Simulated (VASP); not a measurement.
# Be (P6_3/mmc) in VASP: notebook

Runs on Be. Level: r2SCAN. Tasks: single point, relaxation of shape and atoms at fixed volume.

Everything below comes from runs of VASP 6.6.1. Logs are shortened: lines on timing, memory, paths and dates and some standing lists are left out, and cuts for length are marked.

### 1 The cell of the first run

Symmetry: P6_3/mmc, No. 194, hexagonal system. The conventional cell has a = 2.311 Å, b = 2.311 Å, c = 3.626 Å, α = 90.00°, β = 90.00°, γ = 120.00°. Within 3.0 Å of Be (site symmetry -6m2) lie 12 Be at 2.25 to 2.31 Å.

### 2 Single point, r2SCAN (volume scaled by 1.06, then relaxed in part)

File POSCAR:

```
Be
1.0
    2.3106757278      0.0000000000      0.0000000000
   -1.1553378639      2.0011038802      0.0000000000
    0.0000000000      0.0000000000      3.6261212980
Be
2
Direct
    0.3333333333      0.6666666667      0.2500000000
    0.6666666667      0.3333333333      0.7500000000
```

File INCAR.step1:

```
PREC = Accurate ; ENCUT = 520
ISMEAR = 0 ; SIGMA = 0.1
LREAL = F ; LASPH = T
NELM = 100 ; NBANDS = 9
GGA = PE ; ALGO = Normal
EDIFF = 1E-4 ; LWAVE = T
LCHARG = F
```

File INCAR.step2:

```
PREC = Accurate ; ENCUT = 520
EDIFF = 1E-6 ; ISMEAR = 0
SIGMA = 0.1 ; LREAL = F
LASPH = T ; NELM = 100
ALGO = Normal ; ISIF = 2
LWAVE = F ; LCHARG = F
METAGGA = R2SCAN ; LMIXTAU = T
NBANDS = 9 ; ISTART = 1
```

File KPOINTS:

```
regular mesh
0
Gamma
  24 24 12
```

Potentials or basis: VASP PAW PBE potentials, release 64 (Be).

Started as:

```sh
$ cat potpaw_PBE.64/Be/POTCAR > POTCAR
$ cp INCAR.step1 INCAR
$ mpirun -np 1 vasp_std > vasp.out
$ cp INCAR.step2 INCAR
$ mpirun -np 1 vasp_std > vasp.out
```

OUTCAR:

```text
PREC = Accurate
   ENCUT = 520
   EDIFF = 1E-6
   ISMEAR = 0
   LREAL = F
   LASPH = T
   NELM = 100
   ISIF = 2
   METAGGA = R2SCAN
   ISTART = 1

 ion  position               nearest neighbor table
   1  0.333  0.667  0.250-   2 2.25   2 2.25   2 2.25   2 2.25   2 2.25   2 2.25
   2  0.667  0.333  0.750-   1 2.25   1 2.25   1 2.25   1 2.25   1 2.25   1 2.25

  LATTYP: Found a hexagonal cell.
 ALAT       =     2.3106757278
 C/A-ratio  =     1.5692904263

  Lattice vectors:

 A1 = (   2.3106757278,   0.0000000000,   0.0000000000)
 A2 = (  -1.1553378639,   2.0011038802,   0.0000000000)
 A3 = (   0.0000000000,   0.0000000000,   3.6261212980)

Analysis of symmetry for initial positions (statically):
=====================================================================
 Subroutine PRICEL returns:
 Original cell was already a primitive cell.

 Routine SETGRP: Setting up the symmetry group for a
 hexagonal supercell.

 Subroutine GETGRP returns: Found 24 space group operations
 (whereof 12 operations were pure point group operations)
 out of a pool of 24 trial point group operations.

The static configuration has the point symmetry D_3d.
 The point group associated with its full space group is D_6h.

Analysis of symmetry for dynamics (positions and initial velocities):
=====================================================================
 Subroutine PRICEL returns:
 Original cell was already a primitive cell.

 Routine SETGRP: Setting up the symmetry group for a
 hexagonal supercell.

 Subroutine GETGRP returns: Found 24 space group operations
 (whereof 12 operations were pure point group operations)
 out of a pool of 24 trial point group operations.

The dynamic configuration has the point symmetry D_3d.
 The point group associated with its full space group is D_6h.

 Subroutine INISYM returns: Found 24 space group operations
 (whereof 12 operations are pure point group operations),
 and found     1 'primitive' translations

----------------------------------------------------------------------------------------

                                     Primitive cell

  volume of cell :      16.7668

  direct lattice vectors                    reciprocal lattice vectors
     2.310675728  0.000000000  0.000000000     0.432773837  0.249862091  0.000000000
    -1.155337864  2.001103880  0.000000000     0.000000000  0.499724182  0.000000000
     0.000000000  0.000000000  3.626121298     0.000000000  0.000000000  0.275776765

  length of vectors
     2.310675728  2.310675728  3.626121298     0.499724182  0.499724182  0.275776765

[... 83 lines left out ...]
   NSW    =      0    number of steps for IOM
   IBRION =     -1    ionic relax: 0-MD 1-quasi-New 2-CG
   NFREE  =      0    steps in history (QN), initial steepest desc. (CG)
   ISIF   =      2    stress and relaxation
   ISYM   =      2    0-nonsym 1-usesym 2-fastsym
   POTIM  = 0.5000    time-step for ionic-motion
   TEBEG  =    0.0;   TEEND  =   0.0 temperature during run
   PSTRESS=    0.0 pullay stress
   NELECT =       4.0000    total number of electrons
   NUPDOWN=      -1.0000    fix difference up-down
   EMIN   =  10.00;   EMAX   =-10.00  energy-range for DOS
   EFERMI =   0.00;   METHOD = LEGACY
   ISMEAR =     0;   SIGMA  =   0.10  broadening in eV -4-tet -1-fermi 0-gaus
   EFERMI_NEDOS =   21; number of points for ismear=-14 and -15
   IALGO  =     38    algorithm
   IMIX   =      4    mixing-type and parameters
     AMIX     =   0.40;   BMIX     =  1.00
     AMIX_MAG =   1.60;   BMIX_MAG =  1.00
  volume/ion in A,a.u.               =       8.38        56.57
  Fermi-wavevector in a.u.,A,eV,Ry     =   1.015339  1.918713 14.026434  1.030914
  Thomas-Fermi vector in A             =   2.148619
   LORBIT       =      0    0 simple, 1 ext, 2 COOP (PROOUT), +10 PAW based schemes
   METAGGA = R2SCAN    functional components
   LHFCALC =     F    Hartree Fock is set to
   AEXX    =    0.0000 exact exchange contribution
   IVDW    =     0    specifies the selected vdW correction
   LEPSILON=     F    determine dielectric tensor
   LRPA    =     F    only Hartree local field effects (RPA)
 non-spin polarized calculation
 Gauss-broadening in eV      SIGMA  =   0.10
  energy-cutoff  :      520.00
  volume of cell :       16.77
 maximum number of plane-waves:       482
 NGX is ok and might be reduce to    18
   NGX =  9   NGY =  9   NGZ = 13

 number of electron       4.0000000 magnetization

 Free energy of the ion-electron system (eV)
  ---------------------------------------------------
  ext. energy  EPLUGINS =         0.00000000
  ---------------------------------------------------
  free energy    TOTEN  =        -8.66020789 eV

  energy without entropy =       -8.65922840  energy(sigma->0) =       -8.65971814

 E-fermi :   6.6088     XC(G=0): -11.0596

 val. band max:        6.5904956060   @ k =   0.2917   0.2917   0.0000
 cond. band min:       6.6446487598   @ k =   0.2917   0.2500   0.0000
 fundamental gap:      0.0541531538
 Fermi energy:         6.6088094982

 k-point     1 :       0.0000    0.0000    0.0000
  band No.  band energies     occupation
      1      -5.2445      2.00000
      2       2.1528      2.00000
      3       7.5861      0.00000
      4      23.1759      0.00000
      5      23.1759      0.00000
      6      26.1124      0.00000
      7      26.1124      0.00000
      8      28.4062      0.00000
      9      34.1009      0.00000
[... 265 lines left out ...]
 k-point    24 :       0.4583    0.0417    0.0000
  band No.  band energies     occupation
      1       1.3402      2.00000
      2       3.5609      2.00000
      3      10.3070      0.00000
      4      13.4592      0.00000
      5      13.5029      0.00000
      6      15.2773      0.00000
      7      17.8341      0.00000
      8      24.1618      0.00000
      9      26.7282      0.00000

 [... further k-points ...]
[... 5 lines left out ...]
  --------------------------------------------------------------------------------------
  -------------------------------------------------------------------------------------
  Total       -0.6750113     -0.6750113     -0.6655936      0.0000000      0.0000000      0.0000000
  in kB      -64.5016249    -64.5016249    -63.6017053      0.0000000      0.0000000      0.0000000
  external PRESSURE =     -64.2016517 kB  Pullay stress =       0.0000000 kB

 VOLUME and BASIS-vectors are now :
 -----------------------------------------------------------------------------
  energy-cutoff  :      520.00
  volume of cell :       16.77
      direct lattice vectors                 reciprocal lattice vectors
     2.310675728  0.000000000  0.000000000     0.432773837  0.249862091  0.000000000
    -1.155337864  2.001103880  0.000000000     0.000000000  0.499724182  0.000000000
     0.000000000  0.000000000  3.626121298     0.000000000  0.000000000  0.275776765

 POSITION                                       TOTAL-FORCE (eV/Angst)
 -----------------------------------------------------------------------------------
     -0.00000      1.33407      0.90653         0.000000     -0.000000      0.000000
      1.15534      0.66703      2.71959        -0.000000      0.000000      0.000000
 -----------------------------------------------------------------------------------
    total drift:                                0.000000     -0.000000      0.000000

  FREE ENERGIE OF THE ION-ELECTRON SYSTEM (eV)
  ---------------------------------------------------
  free  energy   TOTEN  =        -8.6602078884 eV

  energy  without entropy=       -8.6592283957  energy(sigma->0) =       -8.65971814
```

OUTCAR.step1:

```text
PREC = Accurate
   ENCUT = 520
   ISMEAR = 0
   LREAL = F
   LASPH = T
[... 512 lines left out ...]
 -----------------------------------------------------------------------------------
     -0.00000      1.33407      0.90653        -0.000000     -0.000000      0.000000
      1.15534      0.66703      2.71959         0.000000      0.000000      0.000000
 -----------------------------------------------------------------------------------
    total drift:                                0.000000     -0.000000      0.000000

  FREE ENERGIE OF THE ION-ELECTRON SYSTEM (eV)
  ---------------------------------------------------
  free  energy   TOTEN  =        -7.5133655263 eV

  energy  without entropy=       -7.5123341528  energy(sigma->0) =       -7.51284984
```

It took 71 s on 1 thread of Intel Xeon 6975P-C (Granite Rapids), shared host; peak memory 0.16 GiB.

What came out:

* Free energy: -8.6602 eV
* Pressure: -6.4 GPa
* Band gap on the k mesh: zero (band 2 reaches 7.70 eV, above the bottom of band 3 at 5.55 eV)

Stress tensor (GPa, compression positive):
```
-6.45  0.00  0.00
 0.00 -6.45  0.00
 0.00  0.00 -6.36
```

Caveat: the PAW data sets were made with another functional, which shifts forces and pressure a little.

### 3 Relaxation of shape and atoms at fixed volume, r2SCAN (volume scaled by 0.94)

File POSCAR:

```
Be
1.0
    2.2168738737      0.0000000000      0.0000000000
   -1.1084369369      1.9198690916      0.0000000000
    0.0000000000      0.0000000000      3.4934968049
Be
2
Direct
    0.3333333333      0.6666666667      0.2500000000
    0.6666666667      0.3333333333      0.7500000000
```

File INCAR.step1:

```
ALGO     = Normal         # electronic algorithm
EDIFF    = 1E-4           # SCF threshold, eV
ENCUT    = 600            # plane-wave cutoff, eV
GGA      = PE             # functional
ISMEAR   = 0              # smearing method
LASPH    = T              # aspherical terms in the spheres
LCHARG   = F              # write CHGCAR
LREAL    = F              # projectors in reciprocal space
LWAVE    = T              # write WAVECAR
NELM     = 60             # most SCF steps
PREC     = Accurate       # precision mode
SIGMA    = 0.1            # smearing width, eV
```

File INCAR.step2:

```
ALGO     = Normal         # electronic algorithm
EDIFF    = 1E-7           # SCF threshold, eV
EDIFFG   = -0.01          # ionic threshold
ENCUT    = 600            # plane-wave cutoff, eV
IBRION   = 2              # ionic algorithm
ISIF     = 4              # what is computed and relaxed
ISMEAR   = 0              # smearing method
ISTART   = 1            
LASPH    = T              # aspherical terms in the spheres
LCHARG   = F              # write CHGCAR
LMIXTAU  = T            
LREAL    = F              # projectors in reciprocal space
LWAVE    = F              # write WAVECAR
METAGGA  = R2SCAN         # meta-GGA
NELM     = 60             # most SCF steps
NSW      = 50             # ionic steps
PREC     = Accurate       # precision mode
SIGMA    = 0.1            # smearing width, eV
```

File KPOINTS:

```
k-points
0
Gamma
  24 24 12
```

Potentials or basis: VASP PAW PBE potentials, release 64 (Be).

Started as:

```sh
$ cat potpaw_PBE.64/Be/POTCAR > POTCAR
$ cp INCAR.step1 INCAR
$ mpirun -np 1 vasp_std > vasp.out
$ cp INCAR.step2 INCAR
$ mpirun -np 1 vasp_std > vasp.out
```

It took 92 s on 1 thread of Intel Xeon 6975P-C (Granite Rapids), shared host; peak memory 0.15 GiB.

It converged, with:

| Quantity | Value |
| --- | --- |
| Free energy | -8.6542 eV |
| Energy gained by relaxing | 0.0 meV/atom |
| Ionic steps | 2 |
| Pressure after relaxing | 8.7 GPa |
| Band gap on the k mesh | zero (band 2 reaches 8.73 eV, above the bottom of band 3 at 6.45 eV) |

Final structure:
```cif
data_structure
_symmetry_space_group_name_H-M 'P 1'
_symmetry_Int_Tables_number 1
_cell_length_a 2.2157
_cell_length_b 2.2157
_cell_length_c 3.4973
_cell_angle_alpha 90.000
_cell_angle_beta 90.000
_cell_angle_gamma 120.000
_cell_volume 14.87
loop_
_atom_site_label
_atom_site_type_symbol
_atom_site_fract_x
_atom_site_fract_y
_atom_site_fract_z
_atom_site_occupancy
Be1 Be 0.33333 0.66667 0.25000 1
Be2 Be 0.66667 0.33333 0.75000 1
```

Levels at points of the mesh, in eV from the Fermi level:
```csv
k point,band 1,band 2,band 3,band 4,band 5,band 6
"(0.00, 0.00, 0.00)",-12.55,-4.97,1.28,18.25,18.25,21.40
"(0.50, 0.00, 0.00)",-5.59,-3.37,4.13,7.04,7.66,10.75
"(0.00, 0.00, 0.50)",-10.17,-10.17,11.91,11.91,20.14,20.14
"(0.50, 0.00, 0.50)",-4.01,-4.01,1.81,1.81,13.66,13.66
```

Caveat: the PAW data sets were made with another functional, which shifts forces and pressure a little.
